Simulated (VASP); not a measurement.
## NaCl: single point with PBE

The system is NaCl.

```
Na Cl
1.0
     0.00000    2.78897    2.78897
     2.78897    0.00000    2.78897
     2.78897    2.78897    0.00000
Na Cl
1 1
Direct
  0.00000 0.00000 0.00000
  0.50000 0.50000 0.50000
```

This cell differs from its parent crystal: volume changed by -6%.

```yaml
Program: VASP 6.6.1
Task: single point
Functional: PBE
Potentials_or_basis: VASP PAW PBE potentials, release 64 (Na_pv, Cl)
Cutoff: 520 eV
k_mesh: 6 × 6 × 6
Occupations: gaussian, width 0.01 eV
Spin: no spin polarisation
```

```
Pressure               : 1.7 GPa
Band gap on the k mesh : 5.24 eV, direct
```

Levels at points of the mesh, in eV from the valence-band top:
```
           k point  band 4  band 5  band 6  band 7  band 8  band 9  band 10  band 11
(0.00, 0.00, 0.00)  -12.74    0.00    0.00    0.00    5.24   11.15    11.15    11.15
(0.50, 0.00, 0.00)  -12.36   -2.03   -0.28   -0.28    7.33   10.90    11.05    11.05
(0.50, 0.50, 0.00)  -12.31   -1.75   -0.63   -0.63    7.63    8.05    11.56    15.08
```

Wall time 7.5 s on 1 thread of Intel(R) Xeon(R) Platinum 8488C (Sapphire Rapids), on a shared host, peak memory 0.16 GiB.
